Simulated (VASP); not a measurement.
# Lu (P6/mmm) in VASP: further runs

Runs on Lu. Level: PBE. Tasks: single point.

Program: VASP 6.6.1. These are calculated values, not measurements. Logs are shortened: lines on timing, memory, paths and dates and some standing lists are left out, and cuts for length are marked.

### Step 1. The cell of the first run

It takes space group P6/mmm (No. 191, hexagonal). The conventional cell has a = 5.217 Å, b = 5.217 Å, c = 3.256 Å, α = 90.00°, β = 90.00°, γ = 120.00°. Lu (site symmetry 6/mmm) has 14 Lu at 3.26 to 3.42 Å within 4.3 Å. Lu (site symmetry -6m2) has 11 Lu at 3.01 to 3.42 Å within 4.0 Å.

This isn't the form of Lu at room conditions, which is hcp.

### Step 2. Single point, PBE (25.59 Å³/atom)

Contents of INCAR:

```
SYSTEM = Lu
PREC = Accurate ; ENCUT = 520
EDIFF = 1E-6 ; ISMEAR = -1
SIGMA = 0.1 ; LREAL = .FALSE.
LASPH = .TRUE. ; NELM = 80
ALGO = Normal ; ISIF = 2
LWAVE = .FALSE. ; LCHARG = .FALSE.
GGA = PE ; NBANDS = 44
```

Contents of KPOINTS:

```
Automatic mesh
0
G
  7 7 10
  0 0 0
```

Contents of POSCAR:

```
Lu
1.0
    5.2174248671      0.0000000000      0.0000000000
   -2.6087124336      4.5184224772      0.0000000000
    0.0000000000      0.0000000000      3.2558723144
Lu
3
Direct
    0.0000000000      0.0000000000      0.0000000000
    0.3333333333      0.6666666667      0.5000000000
    0.6666666667      0.3333333333      0.5000000000
```

Potentials or basis: VASP PAW PBE potentials, release 64 (Lu).

Launch:

```bash
$ cat potpaw_PBE.64/Lu/POTCAR > POTCAR
$ mpirun -np 1 vasp_std > vasp.out
```

OUTCAR:

```text
SYSTEM = Lu
   PREC = Accurate
   ENCUT = 520
   EDIFF = 1E-6
   ISMEAR = -1
   LREAL = .FALSE.
   LASPH = .TRUE.
   NELM = 80
   ISIF = 2
   GGA = PE

 ion  position               nearest neighbor table
   1  0.000  0.000  0.000-   2 3.42   3 3.42   2 3.42   3 3.42   2 3.42   2 3.42   3 3.42   3 3.42
                             3 3.42   3 3.42   2 3.42   2 3.42
   2  0.333  0.667  0.500-   3 3.01   3 3.01   3 3.01   1 3.42   1 3.42   1 3.42   1 3.42   1 3.42
                             1 3.42
   3  0.667  0.333  0.500-   2 3.01   2 3.01   2 3.01   1 3.42   1 3.42   1 3.42   1 3.42   1 3.42
                             1 3.42

  LATTYP: Found a hexagonal cell.
 ALAT       =     5.2174248671
 C/A-ratio  =     0.6240381792

  Lattice vectors:

 A1 = (   5.2174248671,   0.0000000000,   0.0000000000)
 A2 = (  -2.6087124336,   4.5184224772,   0.0000000000)
 A3 = (   0.0000000000,   0.0000000000,   3.2558723144)

Analysis of symmetry for initial positions (statically):
=====================================================================
 Subroutine PRICEL returns:
 Original cell was already a primitive cell.

 Routine SETGRP: Setting up the symmetry group for a
 hexagonal supercell.

 Subroutine GETGRP returns: Found 24 space group operations
 (whereof 24 operations were pure point group operations)
 out of a pool of 24 trial point group operations.

The static configuration has the point symmetry D_6h.

Analysis of symmetry for dynamics (positions and initial velocities):
=====================================================================
 Subroutine PRICEL returns:
 Original cell was already a primitive cell.

 Routine SETGRP: Setting up the symmetry group for a
 hexagonal supercell.

 Subroutine GETGRP returns: Found 24 space group operations
 (whereof 24 operations were pure point group operations)
 out of a pool of 24 trial point group operations.

The dynamic configuration has the point symmetry D_6h.

 Subroutine INISYM returns: Found 24 space group operations
 (whereof 24 operations are pure point group operations),
 and found     1 'primitive' translations

----------------------------------------------------------------------------------------

                                     Primitive cell

  volume of cell :      76.7557

  direct lattice vectors                    reciprocal lattice vectors
     5.217424867  0.000000000  0.000000000     0.191665434  0.110658090  0.000000000
    -2.608712434  4.518422477  0.000000000     0.000000000  0.221316179  0.000000000
     0.000000000  0.000000000  3.255872314     0.000000000  0.000000000  0.307137352

  length of vectors
     5.217424867  5.217424867  3.255872314     0.221316179  0.221316179  0.307137352

  position of ions in fractional coordinates (direct lattice)
     0.000000000  0.000000000  0.000000000
     0.333333333  0.666666667  0.500000000
     0.666666667  0.333333333  0.500000000

  ion indices of the primitive-cell ions
   primitive index   ion index
                 1           1
                 2           2
                 3           3

----------------------------------------------------------------------------------------

 KPOINTS: Automatic mesh

Automatic generation of k-mesh.
 Grid dimensions read from file:
 generate k-points for:    7    7   10

 Generating k-lattice:

  Cartesian coordinates                     Fractional coordinates (reciprocal lattice)
     0.027380776  0.015808299  0.000000000     0.142857143  0.000000000  0.000000000
     0.000000000  0.031616597  0.000000000     0.000000000  0.142857143  0.000000000
     0.000000000  0.000000000  0.030713735     0.000000000  0.000000000  0.100000000

  Length of vectors
     0.031616597  0.031616597  0.030713735

  Shift w.r.t. Gamma in fractional coordinates (k-lattice)
     0.000000000  0.000000000  0.000000000

 Subroutine IBZKPT returns following result:
 ===========================================

 Found     48 irreducible k-points:

 Following reciprocal coordinates:
            Coordinates               Weight
  0.000000  0.000000  0.000000      1.000000
  0.142857  0.000000  0.000000      6.000000
  0.285714  0.000000  0.000000      6.000000
  0.428571  0.000000  0.000000      6.000000
  0.142857  0.142857  0.000000      6.000000
  0.285714  0.142857  0.000000     12.000000
[... 16 lines left out ...]
  0.428571  0.142857  0.200000     12.000000
  0.285714  0.285714  0.200000     12.000000
 [... further k-points ...]
   k-points           NKPTS =     48   k-points in BZ     NKDIM =     48   number of bands    NBANDS=     44
   number of dos      NEDOS =    301   number of ions     NIONS =      3
   total plane-waves  NPLWV =  38400
   dimension x,y,z NGX =    40 NGY =   40 NGZ =   24
   dimension x,y,z NGXF=    80 NGYF=   80 NGZF=   48
   ions per type =               3
   NGX,Y,Z   is equivalent  to a cutoff of  12.75, 12.75, 12.25 a.u.
   NGXF,Y,Z  is equivalent  to a cutoff of  25.49, 25.49, 24.51 a.u.
 SYSTEM =  Lu
   PREC   = accura    normal or accurate (medium, high low for compatibility)
   ISTART =      0    job   : 0-new  1-cont  2-samecut
   ICHARG =      2    charge: 1-file 2-atom 10-const
   ISPIN  =      1    spin polarized calculation?
   LNONCOLLINEAR =      F non collinear calculations
   LSORBIT =      F    spin-orbit coupling
   LASPH  =      T    aspherical Exc in radial PAW
   ENCUT  =  520.0 eV  38.22 Ry    6.18 a.u.   9.70  9.70  6.05*2*pi/ulx,y,z
   NELM   =     80;   NELMIN=  2; NELMDL= -5     # of ELM steps
   EDIFF  = 0.1E-05   stopping-criterion for ELM
   LREAL  =      F    real-space projection
   EDIFFG = 0.1E-04   stopping-criterion for IOM
   NSW    =      0    number of steps for IOM
   IBRION =     -1    ionic relax: 0-MD 1-quasi-New 2-CG
   NFREE  =      0    steps in history (QN), initial steepest desc. (CG)
   ISIF   =      2    stress and relaxation
   ISYM   =      2    0-nonsym 1-usesym 2-fastsym
   POTIM  = 0.5000    time-step for ionic-motion
   TEBEG  =    0.0;   TEEND  =   0.0 temperature during run
   PSTRESS=    0.0 pullay stress
   NELECT =      75.0000    total number of electrons
   NUPDOWN=      -1.0000    fix difference up-down
   EMIN   =  10.00;   EMAX   =-10.00  energy-range for DOS
   EFERMI =   0.00;   METHOD = LEGACY
   ISMEAR =    -1;   SIGMA  =   0.10  broadening in eV -4-tet -1-fermi 0-gaus
   EFERMI_NEDOS =   21; number of points for ismear=-14 and -15
   IALGO  =     38    algorithm
   IMIX   =      4    mixing-type and parameters
     AMIX     =   0.40;   BMIX     =  1.00
     AMIX_MAG =   1.60;   BMIX_MAG =  1.00
  volume/ion in A,a.u.               =      25.59       172.66
  Fermi-wavevector in a.u.,A,eV,Ry     =   1.624520  3.069898 35.906671  2.639066
  Thomas-Fermi vector in A             =   2.717793
   LORBIT       =      0    0 simple, 1 ext, 2 COOP (PROOUT), +10 PAW based schemes
   GGA     = PE    functional components
   LHFCALC =     F    Hartree Fock is set to
   AEXX    =    0.0000 exact exchange contribution
   IVDW    =     0    specifies the selected vdW correction
   LEPSILON=     F    determine dielectric tensor
   LRPA    =     F    only Hartree local field effects (RPA)
 non-spin polarized calculation
  energy-cutoff  :      520.00
  volume of cell :       76.76
 maximum number of plane-waves:      2089
 NGX is ok and might be reduce to    40
   NGX = 19   NGY = 19   NGZ = 13

 number of electron      75.0000020 magnetization

 Free energy of the ion-electron system (eV)
  ---------------------------------------------------
  ext. energy  EPLUGINS =         0.00000000
  ---------------------------------------------------
  free energy    TOTEN  =       -13.15182715 eV

  energy without entropy =      -13.00062534  energy(sigma->0) =      -13.07622625

 E-fermi :   2.6842     XC(G=0): -11.2990

 val. band max:        2.6699477550   @ k =   0.0000   0.0000   0.1000
 cond. band min:       2.6861776359   @ k =   0.0000   0.0000   0.1000
 fundamental gap:      0.0162298809
 Fermi energy:         2.6842233820

 k-point     1 :       0.0000    0.0000    0.0000
  band No.  band energies     occupation
      1     -53.2866      2.00000
      2     -53.1973      2.00000
      3     -53.0781      2.00000
      4     -24.2799      2.00000
      5     -24.2799      2.00000
      6     -23.9405      2.00000
[... 36 lines left out ...]
     43       5.8989      0.00000
     44       6.4810      0.00000

 k-point     2 :       0.1429    0.0000    0.0000
  band No.  band energies     occupation
      1     -53.2824      2.00000
      2     -53.2011      2.00000
      3     -53.0785      2.00000
      4     -24.3144      2.00000
      5     -24.2820      2.00000
      6     -23.8947      2.00000
[... 36 lines left out ...]
     43       5.9324      0.00000
     44       6.0680      0.00000

 k-point     3 :       0.2857    0.0000    0.0000
  band No.  band energies     occupation
      1     -53.2713      2.00000
      2     -53.2114      2.00000
      3     -53.0795      2.00000
      4     -24.3738      2.00000
      5     -24.2499      2.00000
      6     -23.8023      2.00000
[... 36 lines left out ...]
     43       5.5043      0.00000
     44       5.9469      0.00000

 k-point     4 :       0.4286    0.0000    0.0000
  band No.  band energies     occupation
      1     -53.2580      2.00000
      2     -53.2240      2.00000
      3     -53.0803      2.00000
      4     -24.4120      2.00000
      5     -24.1660      2.00000
      6     -23.8871      2.00000
[... 882 lines left out ...]
     43       4.9653      0.00000
     44       6.0924      0.00000

 k-point    23 :       0.4286    0.1429    0.2000
  band No.  band energies     occupation
      1     -53.2448      2.00000
      2     -53.2219      2.00000
      3     -53.0732      2.00000
      4     -24.3647      2.00000
      5     -24.1350      2.00000
      6     -23.9791      2.00000
[... 36 lines left out ...]
     43       4.9442      0.00000
     44       6.0213      0.00000

 k-point    24 :       0.2857    0.2857    0.2000
  band No.  band energies     occupation
      1     -53.2413      2.00000
      2     -53.2253      2.00000
      3     -53.0733      2.00000
      4     -24.3584      2.00000
      5     -24.1173      2.00000
      6     -23.9985      2.00000
[... 36 lines left out ...]
     43       5.1488      0.00000
     44       5.6388      0.00000

 [... further k-points ...]

------------------------ aborting loop because EDIFF is reached ----------------------------------------

  FORCE on cell =-STRESS in cart. coord.  units (eV):
  Direction    XX          YY          ZZ          XY          YZ          ZX
  --------------------------------------------------------------------------------------
  -------------------------------------------------------------------------------------
  Total        3.6174816      3.6174816      3.5962740     -0.0000000      0.0000000     -0.0000000
  in kB       75.5103552     75.5103552     75.0676723     -0.0000000      0.0000000     -0.0000000
  external PRESSURE =      75.3627943 kB  Pullay stress =       0.0000000 kB

 VOLUME and BASIS-vectors are now :
 -----------------------------------------------------------------------------
  energy-cutoff  :      520.00
  volume of cell :       76.76
      direct lattice vectors                 reciprocal lattice vectors
     5.217424867  0.000000000  0.000000000     0.191665434  0.110658090  0.000000000
    -2.608712434  4.518422477  0.000000000     0.000000000  0.221316179  0.000000000
     0.000000000  0.000000000  3.255872314     0.000000000  0.000000000  0.307137352

 POSITION                                       TOTAL-FORCE (eV/Angst)
 -----------------------------------------------------------------------------------
      0.00000      0.00000      0.00000         0.000000      0.000000      0.000000
     -0.00000      3.01228      1.62794         0.000000     -0.000000      0.000000
      2.60871      1.50614      1.62794        -0.000000      0.000000      0.000000
 -----------------------------------------------------------------------------------
    total drift:                               -0.000000      0.000000      0.000000

  FREE ENERGIE OF THE ION-ELECTRON SYSTEM (eV)
  ---------------------------------------------------
  free  energy   TOTEN  =       -13.1518271527 eV

  energy  without entropy=      -13.0006253379  energy(sigma->0) =      -13.07622625
```

Run time: 3.2 min. Hardware: 1 thread of Intel Xeon Platinum 8259CL at 2.50GHz (Skylake/Cascade Lake), shared host; peak memory 0.27 GiB.

Results:

```yaml
Free_energy: -13.1518 eV
Pressure: 7.5 GPa
Band_gap_on_the_k_mesh: zero (an odd number of electrons rules out a gap without spin polarisation)
```

Levels at points of the mesh, in eV from the Fermi level:
```
           k point  band 35  band 36  band 37  band 38  band 39  band 40  band 41  band 42
(0.00, 0.00, 0.00)    -1.37     0.09     0.09     0.15     0.15     0.27     2.27     3.21
(0.00, 0.00, 0.50)    -1.59    -1.40    -1.40    -0.83    -0.83     2.19     2.19     2.85
```

Caveat: the cell stands under pressure; spin-orbit coupling is left out, which moves the levels of the heavy elements.

(Part 1 of 2 ends here.)
